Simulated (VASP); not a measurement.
# Be (P6_3/mmc) in VASP: a series of runs

The runs below take Be through relaxation of shape and atoms at fixed volume, relaxation of cell and atoms, with PBE.

Program: VASP 6.6.1. These are calculated values, not measurements. Logs are shortened: lines on timing, memory, paths and dates and some standing lists are left out, and cuts for length are marked.

## (1) The cell of the first run

The structure is hexagonal, space group P6_3/mmc (No. 194). Conventional cell: a = 2.215 Å, b = 2.215 Å, c = 3.496 Å, α = 90.00°, β = 90.00°, γ = 120.00°. Be (site symmetry -6m2) has 12 Be at 2.17 to 2.22 Å within 2.9 Å.

## (2) Relaxation of shape and atoms at fixed volume, PBE (7.43 Å³/atom)

INCAR reads:

```
SYSTEM = Be
PREC = Accurate ; ENCUT = 600
EDIFF = 1E-7 ; ISMEAR = 0
SIGMA = 0.1 ; LREAL = .FALSE.
LASPH = .TRUE. ; NELM = 80
ALGO = Fast ; ISIF = 4
LWAVE = .FALSE. ; LCHARG = .FALSE.
GGA = PE ; IBRION = 2
NSW = 50 ; EDIFFG = -0.01
```

KPOINTS reads:

```
regular mesh
0
G
  21 21 12
  0 0 0
```

POSCAR reads:

```
Be
1.0
    2.2151988392      0.0000000000      0.0000000000
   -1.1075994196      1.9184184692      0.0000000000
    0.0000000000      0.0000000000      3.4963658439
Be
2
Direct
    0.3333333333      0.6666666667      0.2500000000
    0.6666666667      0.3333333333      0.7500000000
```

Potentials or basis: VASP PAW PBE potentials, release 64 (Be).

Started as:

```sh
> cat potpaw_PBE.64/Be/POTCAR > POTCAR
> mpirun -np 1 vasp_std > vasp.out
```

OUTCAR:

```text
SYSTEM = Be
   PREC = Accurate
   ENCUT = 600
   EDIFF = 1E-7
   ISMEAR = 0
   LREAL = .FALSE.
   LASPH = .TRUE.
   NELM = 80
   ISIF = 4
   GGA = PE
   IBRION = 2
   NSW = 50
   EDIFFG = -0.01

 ion  position               nearest neighbor table
   1  0.333  0.667  0.250-   2 2.17   2 2.17   2 2.17   2 2.17   2 2.17   2 2.17
   2  0.667  0.333  0.750-   1 2.17   1 2.17   1 2.17   1 2.17   1 2.17   1 2.17

  LATTYP: Found a hexagonal cell.
 ALAT       =     2.2151988392
 C/A-ratio  =     1.5783530499

  Lattice vectors:

 A1 = (   2.2151988392,   0.0000000000,   0.0000000000)
 A2 = (  -1.1075994196,   1.9184184692,   0.0000000000)
 A3 = (   0.0000000000,   0.0000000000,   3.4963658439)

Analysis of symmetry for initial positions (statically):
=====================================================================
 Subroutine PRICEL returns:
 Original cell was already a primitive cell.

 Routine SETGRP: Setting up the symmetry group for a
 hexagonal supercell.

 Subroutine GETGRP returns: Found 24 space group operations
 (whereof 12 operations were pure point group operations)
 out of a pool of 24 trial point group operations.

The static configuration has the point symmetry D_3d.
 The point group associated with its full space group is D_6h.

Analysis of symmetry for dynamics (positions and initial velocities):
=====================================================================
 Subroutine PRICEL returns:
 Original cell was already a primitive cell.

 Routine SETGRP: Setting up the symmetry group for a
 hexagonal supercell.

 Subroutine GETGRP returns: Found 24 space group operations
 (whereof 12 operations were pure point group operations)
 out of a pool of 24 trial point group operations.

The dynamic configuration has the point symmetry D_3d.
 The point group associated with its full space group is D_6h.

 Subroutine INISYM returns: Found 24 space group operations
 (whereof 12 operations are pure point group operations),
 and found     1 'primitive' translations

----------------------------------------------------------------------------------------

                                     Primitive cell

  volume of cell :      14.8584

  direct lattice vectors                    reciprocal lattice vectors
     2.215198839  0.000000000  0.000000000     0.451426744  0.260631352  0.000000000
    -1.107599420  1.918418469  0.000000000     0.000000000  0.521262705  0.000000000
     0.000000000  0.000000000  3.496365844     0.000000000  0.000000000  0.286011260

  length of vectors
     2.215198839  2.215198839  3.496365844     0.521262705  0.521262705  0.286011260

  position of ions in fractional coordinates (direct lattice)
     0.333333333  0.666666667  0.250000000
     0.666666667  0.333333333  0.750000000

  ion indices of the primitive-cell ions
   primitive index   ion index
                 1           1
                 2           2

----------------------------------------------------------------------------------------

 KPOINTS: regular mesh

Automatic generation of k-mesh.
 Grid dimensions read from file:
 generate k-points for:   21   21   12

 Generating k-lattice:

  Cartesian coordinates                     Fractional coordinates (reciprocal lattice)
     0.021496512  0.012411017  0.000000000     0.047619048 -0.000000000  0.000000000
     0.000000000  0.024822034  0.000000000     0.000000000  0.047619048  0.000000000
     0.000000000  0.000000000  0.023834272     0.000000000  0.000000000  0.083333333

  Length of vectors
     0.024822034  0.024822034  0.023834272

  Shift w.r.t. Gamma in fractional coordinates (k-lattice)
     0.000000000  0.000000000  0.000000000

 Subroutine IBZKPT returns following result:
 ===========================================

 Found    336 irreducible k-points:

 Following reciprocal coordinates:
            Coordinates               Weight
  0.000000  0.000000  0.000000      1.000000
  0.047619  0.000000  0.000000      6.000000
  0.095238  0.000000  0.000000      6.000000
  0.142857  0.000000  0.000000      6.000000
  0.190476  0.000000  0.000000      6.000000
  0.238095  0.000000  0.000000      6.000000
[... 16 lines left out ...]
  0.142857  0.095238  0.000000     12.000000
  0.190476  0.095238  0.000000     12.000000
 [... further k-points ...]
   k-points           NKPTS =    336   k-points in BZ     NKDIM =    336   number of bands    NBANDS=      6
   number of dos      NEDOS =    301   number of ions     NIONS =      2
   total plane-waves  NPLWV =   9072
   dimension x,y,z NGX =    18 NGY =   18 NGZ =   28
   dimension x,y,z NGXF=    36 NGYF=   36 NGZF=   56
   ions per type =               2
   NGX,Y,Z   is equivalent  to a cutoff of  13.51, 13.51, 13.31 a.u.
   NGXF,Y,Z  is equivalent  to a cutoff of  27.02, 27.02, 26.63 a.u.
 SYSTEM =  Be
   PREC   = accura    normal or accurate (medium, high low for compatibility)
   ISTART =      0    job   : 0-new  1-cont  2-samecut
   ICHARG =      2    charge: 1-file 2-atom 10-const
   ISPIN  =      1    spin polarized calculation?
   LNONCOLLINEAR =      F non collinear calculations
   LSORBIT =      F    spin-orbit coupling
   LASPH  =      T    aspherical Exc in radial PAW
   ENCUT  =  600.0 eV  44.10 Ry    6.64 a.u.   4.42  4.42  6.98*2*pi/ulx,y,z
   NELM   =     80;   NELMIN=  2; NELMDL= -5     # of ELM steps
   EDIFF  = 0.1E-06   stopping-criterion for ELM
   LREAL  =      F    real-space projection
   EDIFFG = -.1E-01   stopping-criterion for IOM
   NSW    =     50    number of steps for IOM
   IBRION =      2    ionic relax: 0-MD 1-quasi-New 2-CG
   NFREE  =      1    steps in history (QN), initial steepest desc. (CG)
   ISIF   =      4    stress and relaxation
   ISYM   =      2    0-nonsym 1-usesym 2-fastsym
   POTIM  = 0.5000    time-step for ionic-motion
   TEBEG  =    0.0;   TEEND  =   0.0 temperature during run
   PSTRESS=    0.0 pullay stress
   NELECT =       4.0000    total number of electrons
   NUPDOWN=      -1.0000    fix difference up-down
   EMIN   =  10.00;   EMAX   =-10.00  energy-range for DOS
   EFERMI =   0.00;   METHOD = LEGACY
   ISMEAR =     0;   SIGMA  =   0.10  broadening in eV -4-tet -1-fermi 0-gaus
   EFERMI_NEDOS =   21; number of points for ismear=-14 and -15
   IALGO  =     68    algorithm
   IMIX   =      4    mixing-type and parameters
     AMIX     =   0.40;   BMIX     =  1.00
     AMIX_MAG =   1.60;   BMIX_MAG =  1.00
  volume/ion in A,a.u.               =       7.43        50.13
  Fermi-wavevector in a.u.,A,eV,Ry     =   1.057070  1.997573 15.203116  1.117398
  Thomas-Fermi vector in A             =   2.192329
   LORBIT       =      0    0 simple, 1 ext, 2 COOP (PROOUT), +10 PAW based schemes
   GGA     = PE    functional components
   LHFCALC =     F    Hartree Fock is set to
   AEXX    =    0.0000 exact exchange contribution
   IVDW    =     0    specifies the selected vdW correction
   LEPSILON=     F    determine dielectric tensor
   LRPA    =     F    only Hartree local field effects (RPA)
 conjugate gradient relaxation of ions
 non-spin polarized calculation
 RMM-DIIS sequential band-by-band and
 Gauss-broadening in eV      SIGMA  =   0.10
  energy-cutoff  :      600.00
  volume of cell :       14.86
 maximum number of plane-waves:       515
 NGX is ok and might be reduce to    18
   NGX =  9   NGY =  9   NGZ = 13

--------------------------------------- Ionic step        1  -------------------------------------------

 number of electron       4.0000000 magnetization

 Free energy of the ion-electron system (eV)
  ---------------------------------------------------
  ext. energy  EPLUGINS =         0.00000000
  ---------------------------------------------------
  free energy    TOTEN  =        -7.50536437 eV

  energy without entropy =       -7.50394954  energy(sigma->0) =       -7.50465695

------------------------ aborting loop because EDIFF is reached ----------------------------------------

  FORCE on cell =-STRESS in cart. coord.  units (eV):
  Direction    XX          YY          ZZ          XY          YZ          ZX
  --------------------------------------------------------------------------------------
  -------------------------------------------------------------------------------------
  Total        0.7858692      0.7858692      0.8459451      0.0000000      0.0000000      0.0000000
  in kB       84.7398934     84.7398934     91.2178522      0.0000000      0.0000000      0.0000000
  external PRESSURE =      86.8992130 kB  Pullay stress =       0.0000000 kB

 VOLUME and BASIS-vectors are now :
 -----------------------------------------------------------------------------
  energy-cutoff  :      600.00
  volume of cell :       14.86
      direct lattice vectors                 reciprocal lattice vectors
     2.215198839  0.000000000  0.000000000     0.451426744  0.260631352  0.000000000
    -1.107599420  1.918418469  0.000000000     0.000000000  0.521262705  0.000000000
     0.000000000  0.000000000  3.496365844     0.000000000  0.000000000  0.286011260

 POSITION                                       TOTAL-FORCE (eV/Angst)
 -----------------------------------------------------------------------------------
     -0.00000      1.27895      0.87409         0.000000     -0.000000      0.000000
      1.10760      0.63947      2.62227        -0.000000      0.000000      0.000000
 -----------------------------------------------------------------------------------
    total drift:                                0.000000     -0.000000      0.000000

  FREE ENERGIE OF THE ION-ELECTRON SYSTEM (eV)
  ---------------------------------------------------
  free  energy   TOTEN  =        -7.5053643701 eV

  energy  without entropy=       -7.5039495352  energy(sigma->0) =       -7.50465695

--------------------------------------- Ionic step        2  -------------------------------------------

 number of electron       4.0000000 magnetization

 Free energy of the ion-electron system (eV)
  ---------------------------------------------------
  ext. energy  EPLUGINS =         0.00000000
  ---------------------------------------------------
  free energy    TOTEN  =        -7.50539550 eV

  energy without entropy =       -7.50398924  energy(sigma->0) =       -7.50469237

 E-fermi :   7.5925     XC(G=0): -10.8121

 val. band max:        7.5816397856   @ k =   0.3333   0.0476   0.0000
 cond. band min:       7.6258490999   @ k =   0.3333   0.2857   0.0833
 fundamental gap:      0.0442093142
 Fermi energy:         7.5924607612

 k-point     1 :       0.0000    0.0000    0.0000
  band No.  band energies     occupation
      1      -4.1497      2.00000
      2       2.8403      2.00000
      3       8.8092      0.00000
      4      24.4237      0.00000
      5      24.4237      0.00000
      6      27.3760      0.00000

 k-point     2 :       0.0476    0.0000    0.0000
  band No.  band energies     occupation
      1      -4.0829      2.00000
      2       2.9297      2.00000
      3       8.8259      0.00000
      4      23.8398      0.00000
      5      23.9661      0.00000
      6      27.3901      0.00000

 k-point     3 :       0.0952    0.0000    0.0000
  band No.  band energies     occupation
      1      -3.8824      2.00000
      2       3.1980      2.00000
      3       8.8726      0.00000
      4      22.3591      0.00000
      5      22.9957      0.00000
      6      27.3830      0.00000

 k-point     4 :       0.1429    0.0000    0.0000
  band No.  band energies     occupation
      1      -3.5479      2.00000
      2       3.6444      2.00000
      3       8.9375      0.00000
      4      20.4452      0.00000
      5      21.9159      0.00000
      6      27.2513      0.00000
[... 154 lines left out ...]
 k-point    22 :       0.0952    0.0952    0.0000
  band No.  band energies     occupation
      1      -3.3468      2.00000
      2       3.9119      2.00000
      3       8.9780      0.00000
      4      19.9357      0.00000
      5      20.6949      0.00000
      6      27.2431      0.00000

 k-point    23 :       0.1429    0.0952    0.0000
  band No.  band energies     occupation
      1      -2.8773      2.00000
      2       4.5347      2.00000
      3       9.0377      0.00000
      4      18.0821      0.00000
      5      19.6129      0.00000
      6      26.3318      0.00000

 k-point    24 :       0.1905    0.0952    0.0000
  band No.  band energies     occupation
      1      -2.2733      2.00000
      2       5.3322      2.00000
      3       9.0353      0.00000
      4      16.2266      0.00000
      5      18.6653      0.00000
      6      24.5996      0.00000

 [... further k-points ...]
[... 5 lines left out ...]
  --------------------------------------------------------------------------------------
  -------------------------------------------------------------------------------------
  Total        0.8027495      0.8027495      0.8075063      0.0000000      0.0000000      0.0000000
  in kB       86.5600860     86.5600860     87.0730093      0.0000000      0.0000000      0.0000000
  external PRESSURE =      86.7310604 kB  Pullay stress =       0.0000000 kB

 VOLUME and BASIS-vectors are now :
 -----------------------------------------------------------------------------
  energy-cutoff  :      600.00
  volume of cell :       14.86
      direct lattice vectors                 reciprocal lattice vectors
     2.214129332  0.000000000  0.000000000     0.451644800  0.260757247 -0.000000000
    -1.107064666  1.917492249  0.000000000     0.000000000  0.521514494 -0.000000000
     0.000000000  0.000000000  3.499744409     0.000000000 -0.000000000  0.285735152

 POSITION                                       TOTAL-FORCE (eV/Angst)
 -----------------------------------------------------------------------------------
     -0.00000      1.27833      0.87494         0.000000     -0.000000      0.000000
      1.10706      0.63916      2.62481        -0.000000      0.000000      0.000000
 -----------------------------------------------------------------------------------
    total drift:                                0.000000     -0.000000      0.000000

  FREE ENERGIE OF THE ION-ELECTRON SYSTEM (eV)
  ---------------------------------------------------
  free  energy   TOTEN  =        -7.5053955044 eV

  energy  without entropy=       -7.5039892384  energy(sigma->0) =       -7.50469237

 reached required accuracy - stopping structural energy minimisation
```

Run time: 28 s. Hardware: 1 thread of Intel Xeon Platinum 8488C (Sapphire Rapids), shared host; peak memory 0.15 GiB.

What came out:

```yaml
Free_energy: -7.5054 eV
Energy_gained_by_relaxing: 0.0 meV/atom
Ionic_steps: 2
Pressure_after_relaxing: 8.7 GPa
Band_gap_on_the_k_mesh: zero (bands 2 and 3 overlap by 2.15 eV)
```

Final structure:
```
Be
1.0
     2.21413    0.00000    0.00000
    -1.10706    1.91749    0.00000
     0.00000    0.00000    3.49974
Be
2
Cartesian
  0.0000 1.2783 0.8749
  1.1071 0.6392 2.6248
```

Levels at points of the mesh, in eV from the Fermi level:
```
           k point  band 1  band 2  band 3  band 4  band 5
(0.00, 0.00, 0.00)  -11.74   -4.75    1.22   16.83   16.83
(0.00, 0.00, 0.50)   -9.54   -9.54   11.08   11.08   18.55
```

## (3) Relaxation of shape and atoms at fixed volume, PBE (7.67 Å³/atom)

This run uses another cell than the first one, of 7.67 Å³/atom.

INCAR reads:

```
PREC = Accurate
ENCUT = 600
EDIFF = 1E-7
ISMEAR = 0
SIGMA = 0.1
LREAL = False
LASPH = True
NELM = 80
ALGO = Normal
ISIF = 4
LWAVE = False
LCHARG = False
GGA = PE
IBRION = 2
NSW = 50
EDIFFG = -0.01
```

KPOINTS reads:

```
regular mesh
0
Gamma
  21 21 12
```

POSCAR reads:

```
Be
1.0
    2.2393562560      0.0000000000      0.0000000000
   -1.1196781280      1.9393394058      0.0000000000
    0.0000000000      0.0000000000      3.5305291302
Be
2
Direct
    0.3333333333      0.6666666667      0.2500000000
    0.6666666667      0.3333333333      0.7500000000
```

Potentials or basis: VASP PAW PBE potentials, release 64 (Be).

Started as:

```sh
> cat potpaw_PBE.64/Be/POTCAR > POTCAR
> mpirun -np 1 vasp_std > vasp.out
```

It took 24 s on 1 thread of Intel Xeon Platinum 8488C (Sapphire Rapids), shared host; peak memory 0.15 GiB.

The run converged. Its results:

```
Free energy               : -7.5242 eV
Energy gained by relaxing : 0.0 meV/atom
Ionic steps               : 2
Pressure after relaxing   : 4.2 GPa
Band gap on the k mesh    : zero (bands 2 and 3 overlap by 2.12 eV)
```

Final structure:
```
Be
1.0
     2.23846    0.00000    0.00000
    -1.11923    1.93857    0.00000
     0.00000    0.00000    3.53335
Be
2
Direct
  0.33333 0.66667 0.25000
  0.66667 0.33333 0.75000
```

Levels at points of the mesh, in eV from the Fermi level:
| k point | band 1 | band 2 | band 3 | band 4 | band 5 | band 6 |
| --- | --- | --- | --- | --- | --- | --- |
| (0.00, 0.00, 0.00) | -11.57 | -4.62 | 1.13 | 16.39 | 16.39 | 19.29 |
| (0.00, 0.00, 0.50) | -9.38 | -9.38 | 10.85 | 10.85 | 18.08 | 18.08 |

(Continued in part 2 of 2.)

The gap in the log of VASP goes by the Fermi energy; the results here count the filled bands.